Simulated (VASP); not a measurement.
# Be2CdO3 (Cmc2_1) in VASP: notebook

The runs below take Be2CdO3 through single point, relaxation of cell and atoms, with r2SCAN, PBE.

Program: VASP 6.6.1. These are calculated values, not measurements. Logs are shortened: lines on timing, memory, paths and dates and some standing lists are left out, and cuts for length are marked.

## 1. The cell of the first run

The structure is orthorhombic, space group Cmc2_1 (No. 36). The conventional cell has a = 9.094 Å, b = 5.190 Å, c = 4.727 Å, α = 90.00°, β = 90.00°, γ = 90.00°. Be (site symmetry 1) has 4 O at 1.66 to 1.72 Å within 2.2 Å. Within 3.3 Å of Cd (site symmetry m) lie 10 O at 2.23 to 3.17 Å and 10 Be at 2.92 to 3.22 Å and 2 Cd at 3.07 Å. Within 2.3 Å of O (site symmetry 1) lie 3 Be at 1.66 to 1.68 Å and 1 Cd at 2.23 Å. O (site symmetry m) has 2 Be at 1.72 Å and 2 Cd at 2.26 to 2.30 Å within 2.3 Å.

## 2. Single point, r2SCAN

Contents of POSCAR:

```
Be2CdO3
1.0
    4.5469145123     -2.5949206270      0.0000000000
    4.5469145123      2.5949206270      0.0000000000
    0.0000000000      0.0000000000      4.7271711117
Be Cd O
4 2 6
Direct
    0.4747519816      0.1655757361      0.4964278606
    0.1655757361      0.4747519816      0.9964278606
    0.5252480184      0.8344242639      0.9964278606
    0.8344242639      0.5252480184      0.4964278606
    0.1888049640      0.8111950360      0.5129552536
    0.8111950360      0.1888049640      0.0129552536
    0.1592032673      0.4191277310      0.6474148156
    0.5808722690      0.8407967327      0.6474148156
    0.7469130650      0.2530869350      0.5396593943
    0.4191277310      0.1592032673      0.1474148156
    0.8407967327      0.5808722690      0.1474148156
    0.2530869350      0.7469130650      0.0396593943
```

Contents of INCAR.step1:

```
  PREC = Accurate
  ENCUT = 660
  ISMEAR = 0
  SIGMA = 0.02
  LREAL = False
  LASPH = True
  NELM = 120
  NBANDS = 46
  GGA = PE
  ALGO = Normal
  EDIFF = 1E-5
  LWAVE = True
  LCHARG = False
  GGA_COMPAT = False
```

Contents of INCAR.step2:

```
  PREC = Accurate
  ENCUT = 660
  EDIFF = 1E-6
  ISMEAR = 0
  SIGMA = 0.02
  LREAL = False
  LASPH = True
  NELM = 120
  ALGO = Normal
  ISIF = 2
  LWAVE = False
  LCHARG = False
  METAGGA = R2SCAN
  LMIXTAU = True
  NBANDS = 46
  ISTART = 1
  GGA_COMPAT = False
```

Contents of KPOINTS:

```
Automatic mesh
0
Gamma
  6 6 6
```

Potentials or basis: VASP PAW PBE potentials, release 64 (Be, Cd, O).

The run is started by

```console
$ cat potpaw_PBE.64/Be/POTCAR potpaw_PBE.64/Cd/POTCAR potpaw_PBE.64/O/POTCAR > POTCAR
$ cp INCAR.step1 INCAR
$ mpirun -np 1 vasp_std > vasp.out
$ cp INCAR.step2 INCAR
$ mpirun -np 1 vasp_std > vasp.out
```

OUTCAR:

```text
PREC = Accurate
   ENCUT = 660
   EDIFF = 1E-6
   ISMEAR = 0
   LREAL = False
   LASPH = True
   NELM = 120
   ISIF = 2
   METAGGA = R2SCAN
   ISTART = 1

 ion  position               nearest neighbor table
   1  0.475  0.166  0.496-   8 1.66   7 1.66  10 1.68   9 1.72   5 2.92   5 2.92   6 2.93   6 3.05

   2  0.166  0.475  0.996-  11 1.66  10 1.66   7 1.68  12 1.72   6 2.92   6 2.92   5 2.93   5 3.05

   3  0.525  0.834  0.996-  10 1.66  11 1.66   8 1.68  12 1.72   6 2.92   6 2.92   5 2.93   5 3.05

   4  0.834  0.525  0.496-   7 1.66   8 1.66  11 1.68   9 1.72   5 2.92   5 2.92   6 2.93   6 3.05

   5  0.189  0.811  0.513-   7 2.23   8 2.23  12 2.26   9 2.30  12 2.51   1 2.92   4 2.92   4 2.92
                             1 2.92   2 2.93   3 2.93   3 3.05   2 3.05   6 3.07   6 3.07
   6  0.811  0.189  0.013-  10 2.23  11 2.23   9 2.26  12 2.30   9 2.51   2 2.92   3 2.92   3 2.92
                             2 2.92   4 2.93   1 2.93   4 3.05   1 3.05   5 3.07   5 3.07
   7  0.159  0.419  0.647-   4 1.66   1 1.66   2 1.68   5 2.23
   8  0.581  0.841  0.647-   1 1.66   4 1.66   3 1.68   5 2.23
   9  0.747  0.253  0.540-   1 1.72   4 1.72   6 2.26   5 2.30   6 2.51
  10  0.419  0.159  0.147-   3 1.66   2 1.66   1 1.68   6 2.23
  11  0.841  0.581  0.147-   2 1.66   3 1.66   4 1.68   6 2.23
  12  0.253  0.747  0.040-   2 1.72   3 1.72   5 2.26   6 2.30   5 2.51

  LATTYP: Found a base centered orthorhombic cell.
 ALAT       =     5.1898412540
 B/A-ratio  =     1.7522364519
 C/A-ratio  =     0.9108508103

  Lattice vectors:

 A1 = (  -4.5469145123,  -2.5949206270,   0.0000000000)
 A2 = (   4.5469145123,  -2.5949206270,   0.0000000000)
 A3 = (   0.0000000000,   0.0000000000,   4.7271711117)

Analysis of symmetry for initial positions (statically):
=====================================================================
 Subroutine PRICEL returns:
 Original cell was already a primitive cell.

 Routine SETGRP: Setting up the symmetry group for a
 base centered orthorhombic supercell.

 Subroutine GETGRP returns: Found  4 space group operations
 (whereof  2 operations were pure point group operations)
 out of a pool of  8 trial point group operations.

The static configuration has the point symmetry C_1h.
 The point group associated with its full space group is C_2v.

Analysis of symmetry for dynamics (positions and initial velocities):
=====================================================================
 Subroutine PRICEL returns:
 Original cell was already a primitive cell.

 Routine SETGRP: Setting up the symmetry group for a
 base centered orthorhombic supercell.

 Subroutine GETGRP returns: Found  4 space group operations
 (whereof  2 operations were pure point group operations)
 out of a pool of  8 trial point group operations.

The dynamic configuration has the point symmetry C_1h.
 The point group associated with its full space group is C_2v.

 Subroutine INISYM returns: Found  4 space group operations
 (whereof  2 operations are pure point group operations),
 and found     1 'primitive' translations

----------------------------------------------------------------------------------------

                                     Primitive cell

  volume of cell :     111.5507

  direct lattice vectors                    reciprocal lattice vectors
     4.546914512 -2.594920627  0.000000000     0.109964680 -0.192684121  0.000000000
     4.546914512  2.594920627  0.000000000     0.109964680  0.192684121  0.000000000
     0.000000000  0.000000000  4.727171112     0.000000000  0.000000000  0.211543009

  length of vectors
     5.235269300  5.235269300  4.727171112     0.221854460  0.221854460  0.211543009

  position of ions in fractional coordinates (direct lattice)
     0.474751982  0.165575736  0.496427861
     0.165575736  0.474751982  0.996427861
     0.525248018  0.834424264  0.996427861
     0.834424264  0.525248018  0.496427861
     0.188804964  0.811195036  0.512955254
     0.811195036  0.188804964  0.012955254
     0.159203267  0.419127731  0.647414816
     0.580872269  0.840796733  0.647414816
     0.746913065  0.253086935  0.539659394
     0.419127731  0.159203267  0.147414816
     0.840796733  0.580872269  0.147414816
     0.253086935  0.746913065  0.039659394

  ion indices of the primitive-cell ions
   primitive index   ion index
                 1           1
                 2           2
                 3           3
                 4           4
                 5           5
                 6           6
                 7           7
                 8           8
                 9           9
                10          10
                11          11
                12          12

----------------------------------------------------------------------------------------

 KPOINTS: Automatic mesh

Automatic generation of k-mesh.
 Grid dimensions read from file:
 generate k-points for:    6    6    6

 Generating k-lattice:

  Cartesian coordinates                     Fractional coordinates (reciprocal lattice)
     0.018327447 -0.032114020  0.000000000     0.166666667  0.000000000  0.000000000
     0.018327447  0.032114020  0.000000000     0.000000000  0.166666667  0.000000000
     0.000000000  0.000000000  0.035257168     0.000000000  0.000000000  0.166666667

  Length of vectors
     0.036975743  0.036975743  0.035257168

  Shift w.r.t. Gamma in fractional coordinates (k-lattice)
     0.000000000  0.000000000  0.000000000

 Subroutine IBZKPT returns following result:
 ===========================================

 Found     52 irreducible k-points:

 Following reciprocal coordinates:
            Coordinates               Weight
  0.000000  0.000000  0.000000      1.000000
  0.166667  0.000000  0.000000      4.000000
  0.333333  0.000000  0.000000      4.000000
  0.500000  0.000000  0.000000      2.000000
  0.166667  0.166667  0.000000      2.000000
  0.333333  0.166667  0.000000      4.000000
[... 16 lines left out ...]
  0.333333  0.333333  0.166667      4.000000
  0.500000  0.333333  0.166667      8.000000
 [... further k-points ...]
   k-points           NKPTS =     52   k-points in BZ     NKDIM =     52   number of bands    NBANDS=     46
   number of dos      NEDOS =    301   number of ions     NIONS =     12
   total plane-waves  NPLWV =  92160
   dimension x,y,z NGX =    48 NGY =   48 NGZ =   40
   dimension x,y,z NGXF=    96 NGYF=   96 NGZF=   80
   ions per type =               4   2   6
   NGX,Y,Z   is equivalent  to a cutoff of  15.24, 15.24, 14.07 a.u.
   NGXF,Y,Z  is equivalent  to a cutoff of  30.48, 30.48, 28.13 a.u.
 SYSTEM =  unknown system
   PREC   = accura    normal or accurate (medium, high low for compatibility)
   ISTART =      1    job   : 0-new  1-cont  2-samecut
   ICHARG =      0    charge: 1-file 2-atom 10-const
   ISPIN  =      1    spin polarized calculation?
   LNONCOLLINEAR =      F non collinear calculations
   LSORBIT =      F    spin-orbit coupling
   LASPH  =      T    aspherical Exc in radial PAW
   ENCUT  =  660.0 eV  48.51 Ry    6.96 a.u.  10.97 10.97  9.90*2*pi/ulx,y,z
   NELM   =    120;   NELMIN=  2; NELMDL=  0     # of ELM steps
   EDIFF  = 0.1E-05   stopping-criterion for ELM
   LREAL  =      F    real-space projection
   EDIFFG = 0.1E-04   stopping-criterion for IOM
   NSW    =      0    number of steps for IOM
   IBRION =     -1    ionic relax: 0-MD 1-quasi-New 2-CG
   NFREE  =      0    steps in history (QN), initial steepest desc. (CG)
   ISIF   =      2    stress and relaxation
   ISYM   =      2    0-nonsym 1-usesym 2-fastsym
   POTIM  = 0.5000    time-step for ionic-motion
   TEBEG  =    0.0;   TEEND  =   0.0 temperature during run
   PSTRESS=    0.0 pullay stress
   NELECT =      68.0000    total number of electrons
   NUPDOWN=      -1.0000    fix difference up-down
   EMIN   =  10.00;   EMAX   =-10.00  energy-range for DOS
   EFERMI =   0.00;   METHOD = LEGACY
   ISMEAR =     0;   SIGMA  =   0.02  broadening in eV -4-tet -1-fermi 0-gaus
   EFERMI_NEDOS =   21; number of points for ismear=-14 and -15
   IALGO  =     38    algorithm
   IMIX   =      4    mixing-type and parameters
     AMIX     =   0.40;   BMIX     =  1.00
     AMIX_MAG =   1.60;   BMIX_MAG =  1.00
  volume/ion in A,a.u.               =       9.30        62.73
  Fermi-wavevector in a.u.,A,eV,Ry     =   1.388099  2.623127 26.215958  1.926819
  Thomas-Fermi vector in A             =   2.512257
   LORBIT       =      0    0 simple, 1 ext, 2 COOP (PROOUT), +10 PAW based schemes
   METAGGA = R2SCAN    functional components
   LHFCALC =     F    Hartree Fock is set to
   AEXX    =    0.0000 exact exchange contribution
   IVDW    =     0    specifies the selected vdW correction
   LEPSILON=     F    determine dielectric tensor
   LRPA    =     F    only Hartree local field effects (RPA)
 non-spin polarized calculation
 Gauss-broadening in eV      SIGMA  =   0.02
  energy-cutoff  :      660.00
  volume of cell :      111.55
 maximum number of plane-waves:      4340
 NGX is ok and might be reduce to    48
   NGX = 21   NGY = 21   NGZ = 19

 number of electron      68.0000003 magnetization

 Free energy of the ion-electron system (eV)
  ---------------------------------------------------
  ext. energy  EPLUGINS =         0.00000000
  ---------------------------------------------------
  free energy    TOTEN  =      -121.58732462 eV

  energy without entropy =     -121.58732462  energy(sigma->0) =     -121.58732462

 E-fermi :   2.3334     XC(G=0): -11.7850

 val. band max:        2.2247781625   @ k =   0.1667   0.1667   0.5000
 cond. band min:       4.7000893435   @ k =   0.0000   0.0000   0.0000
 fundamental gap:      2.4753111810
 Fermi energy:         2.3333649543

 k-point     1 :       0.0000    0.0000    0.0000
  band No.  band energies     occupation
      1     -16.9074      2.00000
      2     -15.6618      2.00000
      3     -15.4812      2.00000
      4     -15.4014      2.00000
      5     -15.3984      2.00000
      6     -15.3662      2.00000
[... 38 lines left out ...]
     45      15.0408      0.00000
     46      15.9938      0.00000

 k-point     2 :       0.1667    0.0000    0.0000
  band No.  band energies     occupation
      1     -16.8347      2.00000
      2     -15.6904      2.00000
      3     -15.6083      2.00000
      4     -15.4194      2.00000
      5     -15.3611      2.00000
      6     -15.3096      2.00000
[... 38 lines left out ...]
     45      15.5317      0.00000
     46      15.8677      0.00000

 k-point     3 :       0.3333    0.0000    0.0000
  band No.  band energies     occupation
      1     -16.6323      2.00000
      2     -15.9805      2.00000
      3     -15.5453      2.00000
      4     -15.4257      2.00000
      5     -15.3536      2.00000
      6     -15.3008      2.00000
[... 38 lines left out ...]
     45      15.1636      0.00000
     46      15.9876      0.00000

 k-point     4 :       0.5000    0.0000    0.0000
  band No.  band energies     occupation
      1     -16.4007      2.00000
      2     -16.2465      2.00000
      3     -15.5087      2.00000
      4     -15.3815      2.00000
      5     -15.3713      2.00000
      6     -15.3371      2.00000
[... 920 lines left out ...]
     45      15.0344      0.00000
     46      15.7913      0.00000

 k-point    23 :       0.3333    0.3333    0.1667
  band No.  band energies     occupation
      1     -16.6182      2.00000
      2     -15.7406      2.00000
      3     -15.7139      2.00000
      4     -15.5644      2.00000
      5     -15.3427      2.00000
      6     -15.2636      2.00000
[... 38 lines left out ...]
     45      15.1954      0.00000
     46      15.4985      0.00000

 k-point    24 :       0.5000    0.3333    0.1667
  band No.  band energies     occupation
      1     -16.4923      2.00000
      2     -15.9090      2.00000
      3     -15.6846      2.00000
      4     -15.5624      2.00000
      5     -15.3355      2.00000
      6     -15.2686      2.00000
[... 38 lines left out ...]
     45      15.3577      0.00000
     46      15.6358      0.00000

 [... further k-points ...]

------------------------ aborting loop because EDIFF is reached ----------------------------------------

  FORCE on cell =-STRESS in cart. coord.  units (eV):
  Direction    XX          YY          ZZ          XY          YZ          ZX
  --------------------------------------------------------------------------------------
  -------------------------------------------------------------------------------------
  Total       -2.4844625     -2.8478795     -2.9019477      0.0000000      0.0000000      0.0000000
  in kB      -35.6837789    -40.9034561    -41.6800258      0.0000000      0.0000000      0.0000000
  external PRESSURE =     -39.4224203 kB  Pullay stress =       0.0000000 kB

 VOLUME and BASIS-vectors are now :
 -----------------------------------------------------------------------------
  energy-cutoff  :      660.00
  volume of cell :      111.55
      direct lattice vectors                 reciprocal lattice vectors
     4.546914512 -2.594920627  0.000000000     0.109964680 -0.192684121  0.000000000
     4.546914512  2.594920627  0.000000000     0.109964680  0.192684121  0.000000000
     0.000000000  0.000000000  4.727171112     0.000000000  0.000000000  0.211543009

 POSITION                                       TOTAL-FORCE (eV/Angst)
 -----------------------------------------------------------------------------------
      2.91152     -0.80229      2.34670        -0.025988     -0.005199      0.013167
      2.91152      0.80229      4.71028        -0.025988      0.005199      0.013167
      6.18231      0.80229      4.71028         0.025988      0.005199      0.013167
      6.18231     -0.80229      2.34670         0.025988     -0.005199      0.013167
      4.54691      1.61505      2.42483        -0.000000     -0.006996      0.021280
      4.54691     -1.61505      0.06124        -0.000000      0.006996      0.021280
      2.62962      0.67448      3.06044        -0.025253     -0.004058     -0.004524
      6.46421      0.67448      3.06044         0.025253     -0.004058     -0.004524
      4.54691     -1.28144      2.55106        -0.000000     -0.005779     -0.038566
      2.62962     -0.67448      0.69686        -0.025253      0.004058     -0.004524
      6.46421     -0.67448      0.69686         0.025253      0.004058     -0.004524
      4.54691      1.28144      0.18748        -0.000000      0.005779     -0.038566
 -----------------------------------------------------------------------------------
    total drift:                               -0.000000      0.000000     -0.002838

  FREE ENERGIE OF THE ION-ELECTRON SYSTEM (eV)
  ---------------------------------------------------
  free  energy   TOTEN  =      -121.5873246164 eV

  energy  without entropy=     -121.5873246164  energy(sigma->0) =     -121.58732462
```

Run time: 12 min. Hardware: 1 thread of Intel Xeon 6975P-C (Granite Rapids), shared host; peak memory 0.53 GiB.

Results:

- Free energy: -121.5873 eV
- Pressure: -3.9 GPa
- Largest force: 0.039 eV/Å
- Band gap on the k mesh: 2.48 eV (least direct gap 2.95 eV)

Forces in eV/Å, atoms in the order of the input:
```
Be  -0.026 -0.005  0.013
Be  -0.026  0.005  0.013
Be   0.026  0.005  0.013
Be   0.026 -0.005  0.013
Cd   0.000 -0.007  0.021
Cd   0.000  0.007  0.021
O   -0.025 -0.004 -0.005
O    0.025 -0.004 -0.005
O    0.000 -0.006 -0.039
O   -0.025  0.004 -0.005
O    0.025  0.004 -0.005
O    0.000  0.006 -0.039
```

Caveat: the cell stands under tension; the PAW data sets were made with another functional, which shifts forces and pressure a little.

(Continued in part 2 of 2.)
